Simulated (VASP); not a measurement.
Here is a VASP 6.6.1 calculation.

The input INCAR:

```
SYSTEM = Hg
PREC = Accurate ; ENCUT = 520
EDIFF = 1E-6 ; ISMEAR = 0
SIGMA = 0.1 ; LREAL = .False.
LASPH = .True. ; NELM = 100
ALGO = Normal ; ISIF = 2
LWAVE = .False. ; LCHARG = .False.
GGA = PS ; NBANDS = 19
```

File KPOINTS:

```
regular mesh
0
Gamma
  15 15 8
  0 0 0
```

The input POSCAR:

```
Hg
1.0
    3.2645736674      0.0000000000      0.0000000000
   -1.6322868337      2.8272037285      0.0000000000
    0.0000000000      0.0000000000      4.9902315018
Hg
2
Direct
    0.6666666667      0.3333333333      0.7500000000
    0.3333333333      0.6666666667      0.2500000000
```

Potentials or basis: VASP PAW PBE potentials, release 64 (Hg).

Command:

```bash
$ cat potpaw_PBE.64/Hg/POTCAR > POTCAR
$ mpirun -np 1 vasp_std > vasp.out
```

(1) Estimate the pressure.

(2) What does it give for the band gap on the k mesh?

## Answers

(1) 1.4 GPa.

(2) zero (band 12 reaches 2.94 eV, above the bottom of band 13 at 1.94 eV).

Caveat: the PAW data sets were made with another functional, which shifts forces and pressure a little; spin-orbit coupling is left out, which moves the levels of the heavy elements.
